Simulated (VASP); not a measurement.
# SrTl (Pm-3m) in VASP: single point with LDA

Aim: the single point of SrTl with LDA.

All numbers are computed with VASP 6.6.1; they aren't measurements. Logs are shortened: lines on timing, memory, paths and dates and some standing lists are left out, and cuts for length are marked.

## 1. The cell of the first run

The structure is cubic, space group Pm-3m (No. 221). The conventional cell has a = 3.949 Å, b = 3.949 Å, c = 3.949 Å, α = 90.00°, β = 90.00°, γ = 90.00°. Sr (site symmetry m-3m) has 8 Tl at 3.42 Å and 6 Sr at 3.95 Å within 4.5 Å. Tl (site symmetry m-3m) has 8 Sr at 3.42 Å and 6 Tl at 3.95 Å within 4.5 Å.

## 2. Single point, LDA

INCAR reads:

```
SYSTEM = SrTl
ALGO = Normal
EDIFF = 1E-6
ENCUT = 520
ISIF = 2
ISMEAR = -1
LASPH = .True.
LCHARG = .True.
LELF = .True.
LREAL = .False.
LVHAR = .True.
LWAVE = .False.
NBANDS = 18
NELM = 100
PREC = Accurate
SIGMA = 0.05
```

KPOINTS reads:

```
k-points
0
Gamma
  12 12 12
  0 0 0
```

POSCAR reads:

```
SrTl
1.0
    3.9486415395      0.0000000000      0.0000000000
    0.0000000000      3.9486415395      0.0000000000
    0.0000000000      0.0000000000      3.9486415395
Sr Tl
1 1
Direct
    0.0000000000      0.0000000000      0.0000000000
    0.5000000000      0.5000000000      0.5000000000
```

Potentials or basis: VASP PAW LDA potentials, release 64 (Sr_sv, Tl_d).

The run is started by

```console
> cat potpaw_LDA.64/Sr_sv/POTCAR potpaw_LDA.64/Tl_d/POTCAR > POTCAR
> mpirun -np 1 vasp_std > vasp.out
```

OUTCAR:

```text
SYSTEM = SrTl
   EDIFF = 1E-6
   ENCUT = 520
   ISIF = 2
   ISMEAR = -1
   LASPH = .True.
   LREAL = .False.
   NELM = 100
   PREC = Accurate

 ion  position               nearest neighbor table
   1  0.000  0.000  0.000-   2 3.42   2 3.42   2 3.42   2 3.42   2 3.42   2 3.42   2 3.42   2 3.42

   2  0.500  0.500  0.500-   1 3.42   1 3.42   1 3.42   1 3.42   1 3.42   1 3.42   1 3.42   1 3.42

  LATTYP: Found a simple cubic cell.
 ALAT       =     3.9486415395

  Lattice vectors:

 A1 = (   3.9486415395,   0.0000000000,   0.0000000000)
 A2 = (   0.0000000000,   3.9486415395,   0.0000000000)
 A3 = (   0.0000000000,   0.0000000000,   3.9486415395)

Analysis of symmetry for initial positions (statically):
=====================================================================
 Subroutine PRICEL returns:
 Original cell was already a primitive cell.

 Routine SETGRP: Setting up the symmetry group for a
 simple cubic supercell.

 Subroutine GETGRP returns: Found 48 space group operations
[... 9 lines left out ...]

 Routine SETGRP: Setting up the symmetry group for a
 simple cubic supercell.

 Subroutine GETGRP returns: Found 48 space group operations
[... 11 lines left out ...]
                                     Primitive cell

  volume of cell :      61.5663

  direct lattice vectors                    reciprocal lattice vectors
     3.948641540  0.000000000  0.000000000     0.253251654  0.000000000  0.000000000
     0.000000000  3.948641540  0.000000000     0.000000000  0.253251654  0.000000000
     0.000000000  0.000000000  3.948641540     0.000000000  0.000000000  0.253251654

  length of vectors
     3.948641540  3.948641540  3.948641540     0.253251654  0.253251654  0.253251654

  position of ions in fractional coordinates (direct lattice)
     0.000000000  0.000000000  0.000000000
     0.500000000  0.500000000  0.500000000

  ion indices of the primitive-cell ions
   primitive index   ion index
                 1           1
                 2           2

----------------------------------------------------------------------------------------

 KPOINTS: k-points

Automatic generation of k-mesh.
 Grid dimensions read from file:
 generate k-points for:   12   12   12

 Generating k-lattice:

  Cartesian coordinates                     Fractional coordinates (reciprocal lattice)
     0.021104304  0.000000000  0.000000000     0.083333333  0.000000000  0.000000000
     0.000000000  0.021104304  0.000000000     0.000000000  0.083333333  0.000000000
     0.000000000  0.000000000  0.021104304     0.000000000  0.000000000  0.083333333

  Length of vectors
     0.021104304  0.021104304  0.021104304

  Shift w.r.t. Gamma in fractional coordinates (k-lattice)
     0.000000000  0.000000000  0.000000000

 Subroutine IBZKPT returns following result:
 ===========================================

 Found     84 irreducible k-points:

 Following reciprocal coordinates:
            Coordinates               Weight
  0.000000  0.000000  0.000000      1.000000
  0.083333  0.000000  0.000000      6.000000
  0.166667  0.000000  0.000000      6.000000
  0.250000  0.000000  0.000000      6.000000
  0.333333  0.000000  0.000000      6.000000
  0.416667  0.000000  0.000000      6.000000
[... 16 lines left out ...]
  0.333333  0.333333  0.000000     12.000000
  0.416667  0.333333  0.000000     24.000000
 [... further k-points ...]
   k-points           NKPTS =     84   k-points in BZ     NKDIM =     84   number of bands    NBANDS=     18
   number of dos      NEDOS =    301   number of ions     NIONS =      2
   total plane-waves  NPLWV =  27000
   dimension x,y,z NGX =    30 NGY =   30 NGZ =   30
   dimension x,y,z NGXF=    60 NGYF=   60 NGZF=   60
   ions per type =               1   1
   NGX,Y,Z   is equivalent  to a cutoff of  12.63, 12.63, 12.63 a.u.
   NGXF,Y,Z  is equivalent  to a cutoff of  25.26, 25.26, 25.26 a.u.
 SYSTEM =  SrTl
   PREC   = accura    normal or accurate (medium, high low for compatibility)
   ISTART =      0    job   : 0-new  1-cont  2-samecut
   ICHARG =      2    charge: 1-file 2-atom 10-const
   ISPIN  =      1    spin polarized calculation?
   LNONCOLLINEAR =      F non collinear calculations
   LSORBIT =      F    spin-orbit coupling
   LASPH  =      T    aspherical Exc in radial PAW
   ENCUT  =  520.0 eV  38.22 Ry    6.18 a.u.   7.34  7.34  7.34*2*pi/ulx,y,z
   NELM   =    100;   NELMIN=  2; NELMDL= -5     # of ELM steps
   EDIFF  = 0.1E-05   stopping-criterion for ELM
   LREAL  =      F    real-space projection
   EDIFFG = 0.1E-04   stopping-criterion for IOM
   NSW    =      0    number of steps for IOM
   IBRION =     -1    ionic relax: 0-MD 1-quasi-New 2-CG
   NFREE  =      0    steps in history (QN), initial steepest desc. (CG)
   ISIF   =      2    stress and relaxation
   ISYM   =      2    0-nonsym 1-usesym 2-fastsym
   POTIM  = 0.5000    time-step for ionic-motion
   TEBEG  =    0.0;   TEEND  =   0.0 temperature during run
   PSTRESS=    0.0 pullay stress
   NELECT =      23.0000    total number of electrons
   NUPDOWN=      -1.0000    fix difference up-down
   EMIN   =  10.00;   EMAX   =-10.00  energy-range for DOS
   EFERMI =   0.00;   METHOD = LEGACY
   ISMEAR =    -1;   SIGMA  =   0.05  broadening in eV -4-tet -1-fermi 0-gaus
   EFERMI_NEDOS =   21; number of points for ismear=-14 and -15
   IALGO  =     38    algorithm
   IMIX   =      4    mixing-type and parameters
     AMIX     =   0.40;   BMIX     =  1.00
     AMIX_MAG =   1.60;   BMIX_MAG =  1.00
  volume/ion in A,a.u.               =      30.78       207.73
  Fermi-wavevector in a.u.,A,eV,Ry     =   1.179061  2.228103 18.914624  1.390186
  Thomas-Fermi vector in A             =   2.315379
   LORBIT       =      0    0 simple, 1 ext, 2 COOP (PROOUT), +10 PAW based schemes
   GGA     = CA    functional components
   LHFCALC =     F    Hartree Fock is set to
   AEXX    =    0.0000 exact exchange contribution
   IVDW    =     0    specifies the selected vdW correction
   LEPSILON=     F    determine dielectric tensor
   LRPA    =     F    only Hartree local field effects (RPA)
 non-spin polarized calculation
  energy-cutoff  :      520.00
  volume of cell :       61.57
 maximum number of plane-waves:      1683
 NGX is ok and might be reduce to    30
   NGX = 15   NGY = 15   NGZ = 15

 number of electron      23.0000001 magnetization

 Free energy of the ion-electron system (eV)
  ---------------------------------------------------
  ext. energy  EPLUGINS =         0.00000000
  ---------------------------------------------------
  free energy    TOTEN  =        -5.88566684 eV

  energy without entropy =       -5.87411861  energy(sigma->0) =       -5.87989273

 E-fermi :   4.6849     XC(G=0):  -9.8633

 val. band max:        4.6833570104   @ k =   0.5000   0.2500   0.1667
 cond. band min:       4.7235194522   @ k =   0.2500   0.2500   0.2500
 fundamental gap:      0.0401624418
 Fermi energy:         4.6848789518

 k-point     1 :       0.0000    0.0000    0.0000
  band No.  band energies     occupation
      1     -30.8115      2.00000
      2     -12.8640      2.00000
      3     -12.8640      2.00000
      4     -12.8640      2.00000
      5      -6.8483      2.00000
      6      -6.8483      2.00000
[... 10 lines left out ...]
     17       9.9215      0.00000
     18       9.9215      0.00000

 k-point     2 :       0.0833    0.0000    0.0000
  band No.  band energies     occupation
      1     -30.8105      2.00000
      2     -12.8849      2.00000
      3     -12.8629      2.00000
      4     -12.8629      2.00000
      5      -6.8468      2.00000
      6      -6.8353      2.00000
[... 10 lines left out ...]
     17      10.1232      0.00000
     18      10.1278      0.00000

 k-point     3 :       0.1667    0.0000    0.0000
  band No.  band energies     occupation
      1     -30.8076      2.00000
      2     -12.9413      2.00000
      3     -12.8601      2.00000
      4     -12.8601      2.00000
      5      -6.8428      2.00000
      6      -6.7999      2.00000
[... 10 lines left out ...]
     17      10.6156      0.00000
     18      10.6156      0.00000

 k-point     4 :       0.2500    0.0000    0.0000
  band No.  band energies     occupation
      1     -30.8037      2.00000
      2     -13.0167      2.00000
      3     -12.8563      2.00000
      4     -12.8563      2.00000
      5      -6.8372      2.00000
      6      -6.7518      2.00000
[... 10 lines left out ...]
     17      11.2672      0.00000
     18      11.2672      0.00000

 k-point     5 :       0.3333    0.0000    0.0000
  band No.  band energies     occupation
      1     -30.7998      2.00000
      2     -13.0904      2.00000
      3     -12.8524      2.00000
      4     -12.8524      2.00000
      5      -6.8317      2.00000
      6      -6.7154      2.00000
[... 10 lines left out ...]
     17      12.0310      0.00000
     18      12.0312      0.00000

 k-point     6 :       0.4167    0.0000    0.0000
  band No.  band energies     occupation
      1     -30.7969      2.00000
      2     -13.1432      2.00000
      3     -12.8496      2.00000
      4     -12.8496      2.00000
      5      -6.8276      2.00000
      6      -6.7192      2.00000
[... 307 lines left out ...]
 k-point    21 :       0.4167    0.2500    0.0000
  band No.  band energies     occupation
      1     -30.7896      2.00000
      2     -13.1113      2.00000
      3     -12.9760      2.00000
      4     -12.8324      2.00000
      5      -6.7820      2.00000
      6      -6.7781      2.00000
[... 10 lines left out ...]
     17      10.3801      0.00000
     18      11.6994      0.00000

 k-point    22 :       0.5000    0.2500    0.0000
  band No.  band energies     occupation
      1     -30.7886      2.00000
      2     -13.1286      2.00000
      3     -12.9735      2.00000
      4     -12.8307      2.00000
      5      -6.7857      2.00000
      6      -6.7778      2.00000
[... 10 lines left out ...]
     17      10.5947      0.00000
     18      11.4441      0.00000

 k-point    23 :       0.3333    0.3333    0.0000
  band No.  band energies     occupation
      1     -30.7887      2.00000
      2     -13.0583      2.00000
      3     -13.0386      2.00000
      4     -12.8294      2.00000
      5      -6.7932      2.00000
      6      -6.7711      2.00000
[... 10 lines left out ...]
     17      10.1083      0.00000
     18      11.6496      0.00000

 k-point    24 :       0.4167    0.3333    0.0000
  band No.  band energies     occupation
      1     -30.7860      2.00000
      2     -13.0953      2.00000
      3     -13.0376      2.00000
      4     -12.8238      2.00000
      5      -6.8104      2.00000
      6      -6.7659      2.00000
[... 10 lines left out ...]
     17      10.4664      0.00000
     18      11.2066      0.00000

 [... further k-points ...]
[... 5 lines left out ...]
  --------------------------------------------------------------------------------------
  -------------------------------------------------------------------------------------
  Total        0.0478507      0.0478507      0.0478507     -0.0000000     -0.0000000      0.0000000
  in kB        1.2452465      1.2452465      1.2452465     -0.0000000     -0.0000000      0.0000000
  external PRESSURE =       1.2452465 kB  Pullay stress =       0.0000000 kB

 VOLUME and BASIS-vectors are now :
 -----------------------------------------------------------------------------
  energy-cutoff  :      520.00
  volume of cell :       61.57
      direct lattice vectors                 reciprocal lattice vectors
     3.948641540  0.000000000  0.000000000     0.253251654  0.000000000  0.000000000
     0.000000000  3.948641540  0.000000000     0.000000000  0.253251654  0.000000000
     0.000000000  0.000000000  3.948641540     0.000000000  0.000000000  0.253251654

 POSITION                                       TOTAL-FORCE (eV/Angst)
 -----------------------------------------------------------------------------------
      0.00000      0.00000      0.00000         0.000000      0.000000      0.000000
      1.97432      1.97432      1.97432         0.000000      0.000000      0.000000
 -----------------------------------------------------------------------------------
    total drift:                                0.000000      0.000000      0.000000

  FREE ENERGIE OF THE ION-ELECTRON SYSTEM (eV)
  ---------------------------------------------------
  free  energy   TOTEN  =        -5.8856668423 eV

  energy  without entropy=       -5.8741186094  energy(sigma->0) =       -5.87989273
```

It took 71 s on 1 thread of Intel Xeon Platinum 8259CL at 2.50GHz (Skylake/Cascade Lake), shared host; peak memory 0.22 GiB.

Results:

- Free energy: -5.8857 eV
- Pressure: 0.1 GPa

Levels at points of the mesh, in eV from the Fermi level:
| k point | band 8 | band 9 | band 10 | band 11 | band 12 | band 13 | band 14 | band 15 | band 16 | band 17 |
| --- | --- | --- | --- | --- | --- | --- | --- | --- | --- | --- |
| (0.00, 0.00, 0.00) | -11.38 | -11.38 | -8.15 | 1.18 | 1.18 | 3.05 | 3.05 | 3.05 | 4.96 | 5.24 |
| (0.50, 0.00, 0.00) | -11.37 | -11.34 | -6.45 | -3.13 | 1.52 | 1.58 | 1.58 | 5.19 | 6.16 | 6.84 |
| (0.50, 0.50, 0.00) | -11.44 | -11.23 | -6.09 | -0.81 | -0.81 | 1.00 | 3.81 | 3.81 | 4.91 | 4.98 |
| (0.50, 0.50, 0.50) | -11.23 | -11.23 | -4.66 | -1.62 | -1.62 | -1.62 | 4.74 | 4.74 | 4.74 | 6.67 |

Caveat: spin-orbit coupling is left out, which moves the levels of the heavy elements.
